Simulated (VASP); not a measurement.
# TiB2 (P6/mmm) in VASP: notebook

The runs below take TiB2 through single point, with PBE.

Program: VASP 6.6.1. These are calculated values, not measurements. Logs are shortened: lines on timing, memory, paths and dates and some standing lists are left out, and cuts for length are marked.

### Step 1. The cell of the first run

It takes space group P6/mmm (No. 191, hexagonal). Conventional cell: a = 2.969 Å, b = 2.969 Å, c = 3.228 Å, α = 90.00°, β = 90.00°, γ = 120.00°. Within 3.1 Å of Ti (site symmetry 6/mmm) lie 12 B at 2.35 Å and 6 Ti at 2.97 Å. B (site symmetry -6m2) has 3 B at 1.71 Å and 6 Ti at 2.35 Å within 2.4 Å.

### Step 2. Single point, PBE (equal xx and yy strain of -2 %)

Input file INCAR:

```
PREC = Accurate
ENCUT = 520
EDIFF = 1E-6
ISMEAR = -1
SIGMA = 0.08
LREAL = False
LASPH = True
NELM = 100
ALGO = Normal
ISIF = 2
LWAVE = False
LCHARG = False
GGA = PE
NBANDS = 16
```

Input file KPOINTS:

```
regular mesh
0
Gamma
  15 15 13
```

Input file POSCAR:

```
TiB2
1.0
    2.9686142376      0.0000000000      0.0000000000
   -1.4843071188      2.5708953438      0.0000000000
    0.0000000000      0.0000000000      3.2284000000
Ti B
1 2
Direct
    0.0000000000      0.0000000000      0.0000000000
    0.3333333333      0.6666666667      0.5000000000
    0.6666666667      0.3333333333      0.5000000000
```

Potentials or basis: VASP PAW PBE potentials, release 64 (Ti_sv, B).

Launch:

```console
cat potpaw_PBE.64/Ti_sv/POTCAR potpaw_PBE.64/B/POTCAR > POTCAR
mpirun -np 1 vasp_std > vasp.out
```

OUTCAR:

```text
PREC = Accurate
   ENCUT = 520
   EDIFF = 1E-6
   ISMEAR = -1
   LREAL = False
   LASPH = True
   NELM = 100
   ISIF = 2
   GGA = PE

 ion  position               nearest neighbor table
   1  0.000  0.000  0.000-   2 2.35   3 2.35   2 2.35   3 2.35   3 2.35   3 2.35   2 2.35   2 2.35
                             3 2.35   3 2.35   2 2.35   2 2.35
   2  0.333  0.667  0.500-   3 1.71   3 1.71   3 1.71   1 2.35   1 2.35   1 2.35   1 2.35   1 2.35
                             1 2.35
   3  0.667  0.333  0.500-   2 1.71   2 1.71   2 1.71   1 2.35   1 2.35   1 2.35   1 2.35   1 2.35
                             1 2.35

  LATTYP: Found a hexagonal cell.
 ALAT       =     2.9686142376
 C/A-ratio  =     1.0875107850

  Lattice vectors:

 A1 = (   2.9686142376,   0.0000000000,   0.0000000000)
 A2 = (  -1.4843071188,   2.5708953438,   0.0000000000)
 A3 = (   0.0000000000,   0.0000000000,   3.2284000000)

Analysis of symmetry for initial positions (statically):
=====================================================================
 Subroutine PRICEL returns:
 Original cell was already a primitive cell.

 Routine SETGRP: Setting up the symmetry group for a
 hexagonal supercell.

 Subroutine GETGRP returns: Found 24 space group operations
 (whereof 24 operations were pure point group operations)
 out of a pool of 24 trial point group operations.

The static configuration has the point symmetry D_6h.

Analysis of symmetry for dynamics (positions and initial velocities):
=====================================================================
 Subroutine PRICEL returns:
 Original cell was already a primitive cell.

 Routine SETGRP: Setting up the symmetry group for a
 hexagonal supercell.

 Subroutine GETGRP returns: Found 24 space group operations
 (whereof 24 operations were pure point group operations)
 out of a pool of 24 trial point group operations.

The dynamic configuration has the point symmetry D_6h.

 Subroutine INISYM returns: Found 24 space group operations
 (whereof 24 operations are pure point group operations),
 and found     1 'primitive' translations

----------------------------------------------------------------------------------------

                                     Primitive cell

  volume of cell :      24.6391

  direct lattice vectors                    reciprocal lattice vectors
     2.968614238  0.000000000  0.000000000     0.336857510  0.194484774  0.000000000
    -1.484307119  2.570895344  0.000000000     0.000000000  0.388969548  0.000000000
     0.000000000  0.000000000  3.228400000     0.000000000  0.000000000  0.309750960

  length of vectors
     2.968614238  2.968614238  3.228400000     0.388969548  0.388969548  0.309750960

  position of ions in fractional coordinates (direct lattice)
     0.000000000  0.000000000  0.000000000
     0.333333333  0.666666667  0.500000000
     0.666666667  0.333333333  0.500000000

  ion indices of the primitive-cell ions
   primitive index   ion index
                 1           1
                 2           2
                 3           3

----------------------------------------------------------------------------------------

 KPOINTS: regular mesh

Automatic generation of k-mesh.
 Grid dimensions read from file:
 generate k-points for:   15   15   13

 Generating k-lattice:

  Cartesian coordinates                     Fractional coordinates (reciprocal lattice)
     0.022457167  0.012965652  0.000000000     0.066666667 -0.000000000  0.000000000
     0.000000000  0.025931303  0.000000000     0.000000000  0.066666667  0.000000000
     0.000000000  0.000000000  0.023826997     0.000000000  0.000000000  0.076923077

  Length of vectors
     0.025931303  0.025931303  0.023826997

  Shift w.r.t. Gamma in fractional coordinates (k-lattice)
     0.000000000  0.000000000  0.000000000

 Subroutine IBZKPT returns following result:
 ===========================================

 Found    189 irreducible k-points:

 Following reciprocal coordinates:
            Coordinates               Weight
  0.000000  0.000000  0.000000      1.000000
  0.066667  0.000000  0.000000      6.000000
  0.133333 -0.000000  0.000000      6.000000
  0.200000  0.000000  0.000000      6.000000
  0.266667 -0.000000  0.000000      6.000000
  0.333333 -0.000000  0.000000      6.000000
[... 16 lines left out ...]
  0.333333  0.200000  0.000000     12.000000
  0.400000  0.200000  0.000000      6.000000
 [... further k-points ...]
   k-points           NKPTS =    189   k-points in BZ     NKDIM =    189   number of bands    NBANDS=     16
   number of dos      NEDOS =    301   number of ions     NIONS =      3
   total plane-waves  NPLWV =  13824
   dimension x,y,z NGX =    24 NGY =   24 NGZ =   24
   dimension x,y,z NGXF=    48 NGYF=   48 NGZF=   48
   ions per type =               1   2
   NGX,Y,Z   is equivalent  to a cutoff of  13.44, 13.44, 12.36 a.u.
   NGXF,Y,Z  is equivalent  to a cutoff of  26.88, 26.88, 24.72 a.u.
 SYSTEM =  unknown system
   PREC   = accura    normal or accurate (medium, high low for compatibility)
   ISTART =      0    job   : 0-new  1-cont  2-samecut
   ICHARG =      2    charge: 1-file 2-atom 10-const
   ISPIN  =      1    spin polarized calculation?
   LNONCOLLINEAR =      F non collinear calculations
   LSORBIT =      F    spin-orbit coupling
   LASPH  =      T    aspherical Exc in radial PAW
   ENCUT  =  520.0 eV  38.22 Ry    6.18 a.u.   5.52  5.52  6.00*2*pi/ulx,y,z
   NELM   =    100;   NELMIN=  2; NELMDL= -5     # of ELM steps
   EDIFF  = 0.1E-05   stopping-criterion for ELM
   LREAL  =      F    real-space projection
   EDIFFG = 0.1E-04   stopping-criterion for IOM
   NSW    =      0    number of steps for IOM
   IBRION =     -1    ionic relax: 0-MD 1-quasi-New 2-CG
   NFREE  =      0    steps in history (QN), initial steepest desc. (CG)
   ISIF   =      2    stress and relaxation
   ISYM   =      2    0-nonsym 1-usesym 2-fastsym
   POTIM  = 0.5000    time-step for ionic-motion
   TEBEG  =    0.0;   TEEND  =   0.0 temperature during run
   PSTRESS=    0.0 pullay stress
   NELECT =      18.0000    total number of electrons
   NUPDOWN=      -1.0000    fix difference up-down
   EMIN   =  10.00;   EMAX   =-10.00  energy-range for DOS
   EFERMI =   0.00;   METHOD = LEGACY
   ISMEAR =    -1;   SIGMA  =   0.08  broadening in eV -4-tet -1-fermi 0-gaus
   EFERMI_NEDOS =   21; number of points for ismear=-14 and -15
   IALGO  =     38    algorithm
   IMIX   =      4    mixing-type and parameters
     AMIX     =   0.40;   BMIX     =  1.00
     AMIX_MAG =   1.60;   BMIX_MAG =  1.00
  volume/ion in A,a.u.               =       8.21        55.42
  Fermi-wavevector in a.u.,A,eV,Ry     =   1.474429  2.786267 29.578257  2.173941
  Thomas-Fermi vector in A             =   2.589201
   LORBIT       =      0    0 simple, 1 ext, 2 COOP (PROOUT), +10 PAW based schemes
   GGA     = PE    functional components
   LHFCALC =     F    Hartree Fock is set to
   AEXX    =    0.0000 exact exchange contribution
   IVDW    =     0    specifies the selected vdW correction
   LEPSILON=     F    determine dielectric tensor
   LRPA    =     F    only Hartree local field effects (RPA)
 non-spin polarized calculation
  energy-cutoff  :      520.00
  volume of cell :       24.64
 maximum number of plane-waves:       684
 NGX is ok and might be reduce to    24
   NGX = 11   NGY = 11   NGZ = 13

 number of electron      18.0000000 magnetization

 Free energy of the ion-electron system (eV)
  ---------------------------------------------------
  ext. energy  EPLUGINS =         0.00000000
  ---------------------------------------------------
  free energy    TOTEN  =       -24.37906617 eV

  energy without entropy =      -24.37166092  energy(sigma->0) =      -24.37536355

 E-fermi :  10.4683     XC(G=0): -12.9597

 val. band max:       10.4229206422   @ k =   0.2000   0.2000   0.0769
 cond. band min:      10.5093823543   @ k =   0.0000   0.0000   0.2308
 fundamental gap:      0.0864617121
 Fermi energy:        10.4682929501

 k-point     1 :       0.0000    0.0000    0.0000
  band No.  band energies     occupation
      1     -46.4438      2.00000
      2     -22.8227      2.00000
      3     -22.4399      2.00000
      4     -22.4399      2.00000
      5      -3.3159      2.00000
      6       7.8687      2.00000
[... 8 lines left out ...]
     15      16.5561      0.00000
     16      18.0586      0.00000

 k-point     2 :       0.0667    0.0000    0.0000
  band No.  band energies     occupation
      1     -46.4408      2.00000
      2     -22.8190      2.00000
      3     -22.4618      2.00000
      4     -22.4448      2.00000
      5      -3.2268      2.00000
      6       7.6383      2.00000
[... 8 lines left out ...]
     15      17.1023      0.00000
     16      18.3306      0.00000

 k-point     3 :       0.1333   -0.0000    0.0000
  band No.  band energies     occupation
      1     -46.4323      2.00000
      2     -22.8085      2.00000
      3     -22.5233      2.00000
      4     -22.4586      2.00000
      5      -2.9632      2.00000
      6       6.9468      2.00000
[... 8 lines left out ...]
     15      18.3195      0.00000
     16      19.1353      0.00000

 k-point     4 :       0.2000    0.0000    0.0000
  band No.  band energies     occupation
      1     -46.4198      2.00000
      2     -22.7929      2.00000
      3     -22.6129      2.00000
      4     -22.4789      2.00000
      5      -2.5350      2.00000
      6       5.9854      2.00000
[... 8 lines left out ...]
     15      18.5750      0.00000
     16      19.8548      0.00000

 k-point     5 :       0.2667   -0.0000    0.0000
  band No.  band energies     occupation
      1     -46.4054      2.00000
      2     -22.7750      2.00000
      3     -22.7144      2.00000
      4     -22.5022      2.00000
      5      -1.9567      2.00000
      6       4.8927      2.00000
[... 8 lines left out ...]
     15      18.0428      0.00000
     16      19.9086      0.00000

 k-point     6 :       0.3333   -0.0000    0.0000
  band No.  band energies     occupation
      1     -46.3916      2.00000
      2     -22.8102      2.00000
      3     -22.7579      2.00000
      4     -22.5243      2.00000
      5      -1.2447      2.00000
      6       3.7569      2.00000
[... 8 lines left out ...]
     15      18.1265      0.00000
     16      19.7087      0.00000
[... 267 lines left out ...]
 k-point    21 :       0.2000    0.2000    0.0000
  band No.  band energies     occupation
      1     -46.3882      2.00000
      2     -22.7885      2.00000
      3     -22.7537      2.00000
      4     -22.5759      2.00000
      5      -1.0818      2.00000
      6       4.2402      2.00000
[... 8 lines left out ...]
     15      19.0842      0.00000
     16      20.7275      0.00000

 k-point    22 :       0.2667    0.2000    0.0000
  band No.  band energies     occupation
      1     -46.3780      2.00000
      2     -22.8333      2.00000
      3     -22.7411      2.00000
      4     -22.6182      2.00000
      5      -0.3248      2.00000
      6       3.4414      2.00000
[... 8 lines left out ...]
     15      19.2154      0.00000
     16      20.8827      0.00000

 k-point    23 :       0.3333    0.2000    0.0000
  band No.  band energies     occupation
      1     -46.3711      2.00000
      2     -22.8612      2.00000
      3     -22.7325      2.00000
      4     -22.6490      2.00000
      5       0.5400      2.00000
      6       2.4817      2.00000
[... 8 lines left out ...]
     15      19.3659      0.00000
     16      20.9469      0.00000

 k-point    24 :       0.4000    0.2000    0.0000
  band No.  band energies     occupation
      1     -46.3686      2.00000
      2     -22.8706      2.00000
      3     -22.7295      2.00000
      4     -22.6604      2.00000
      5       1.4865      2.00000
      6       1.4904      2.00000
[... 8 lines left out ...]
     15      19.4497      0.00000
     16      20.9666      0.00000

 [... further k-points ...]

------------------------ aborting loop because EDIFF is reached ----------------------------------------

  FORCE on cell =-STRESS in cart. coord.  units (eV):
  Direction    XX          YY          ZZ          XY          YZ          ZX
  --------------------------------------------------------------------------------------
  -------------------------------------------------------------------------------------
  Total        2.5536157      2.5536157      0.6615718      0.0000000      0.0000000      0.0000000
  in kB      166.0506634    166.0506634     43.0191741      0.0000000      0.0000000      0.0000000
  external PRESSURE =     125.0401670 kB  Pullay stress =       0.0000000 kB

 VOLUME and BASIS-vectors are now :
 -----------------------------------------------------------------------------
  energy-cutoff  :      520.00
  volume of cell :       24.64
      direct lattice vectors                 reciprocal lattice vectors
     2.968614238  0.000000000  0.000000000     0.336857510  0.194484774  0.000000000
    -1.484307119  2.570895344  0.000000000     0.000000000  0.388969548  0.000000000
     0.000000000  0.000000000  3.228400000     0.000000000  0.000000000  0.309750960

 POSITION                                       TOTAL-FORCE (eV/Angst)
 -----------------------------------------------------------------------------------
      0.00000      0.00000      0.00000         0.000000      0.000000      0.000000
     -0.00000      1.71393      1.61420        -0.000000      0.000000      0.000000
      1.48431      0.85697      1.61420         0.000000     -0.000000      0.000000
 -----------------------------------------------------------------------------------
    total drift:                               -0.000000      0.000000      0.000000

  FREE ENERGIE OF THE ION-ELECTRON SYSTEM (eV)
  ---------------------------------------------------
  free  energy   TOTEN  =       -24.3790661737 eV

  energy  without entropy=      -24.3716609217  energy(sigma->0) =      -24.37536355
```

It took 20 s on 1 thread of Intel Xeon 6975P-C (Granite Rapids), shared host; peak memory 0.19 GiB.

What came out:

- Free energy: -24.3791 eV
- Pressure: 12.5 GPa
- Band gap on the k mesh: zero (bands 9 and 10 overlap by 0.53 eV)

Stress tensor (GPa, compression positive):
```
16.61  0.00  0.00
 0.00 16.61  0.00
 0.00  0.00  4.30
```

Caveat: the cell differs from its parent crystal (equal xx and yy strain of -2 %); the cell stands under pressure.

### Step 3. Single point, PBE (equal xx and yy strain of +1 %)

Input file INCAR:

```
SYSTEM = TiB2
  PREC = Accurate
  ENCUT = 520
  EDIFF = 1E-7
  ISMEAR = -1
  SIGMA = 0.08
  LREAL = .FALSE.
  LASPH = .TRUE.
  NELM = 100
  ALGO = Normal
  ISIF = 2
  LWAVE = .FALSE.
  LCHARG = .FALSE.
  GGA = PE
  NBANDS = 16
```

Input file KPOINTS:

```
regular mesh
0
G
  15 15 13
  0 0 0
```

Input file POSCAR:

```
TiB2
1.0
    3.0594901836      0.0000000000      0.0000000000
   -1.5297450918      2.6495962217      0.0000000000
    0.0000000000      0.0000000000      3.2284000000
Ti B
1 2
Direct
    0.0000000000      0.0000000000      0.0000000000
    0.3333333333      0.6666666667      0.5000000000
    0.6666666667      0.3333333333      0.5000000000
```

Potentials or basis: VASP PAW PBE potentials, release 64 (Ti_sv, B).

Launch:

```console
cat potpaw_PBE.64/Ti_sv/POTCAR potpaw_PBE.64/B/POTCAR > POTCAR
mpirun -np 1 vasp_std > vasp.out
```

Run time: 22 s. Hardware: 1 thread of Intel Xeon 6975P-C (Granite Rapids), shared host; peak memory 0.19 GiB.

It converged, with:

* Free energy: -24.4244 eV
* Pressure: -4.8 GPa
* Band gap on the k mesh: zero (bands 9 and 10 overlap by 0.50 eV)

Stress tensor (GPa, compression positive):
```
-6.15  0.00  0.00
 0.00 -6.15  0.00
 0.00  0.00 -2.19
```

Levels at points of the mesh, in eV from the Fermi level:
| k point | band 7 | band 8 | band 9 | band 10 | band 11 | band 12 |
| --- | --- | --- | --- | --- | --- | --- |
| (0.00, 0.00, 0.00) | -2.64 | -2.22 | -2.05 | 1.83 | 1.83 | 3.60 |

Caveat: the cell differs from its parent crystal (equal xx and yy strain of +1 %); the cell stands under tension.

(Part 1 of 2 ends here.)
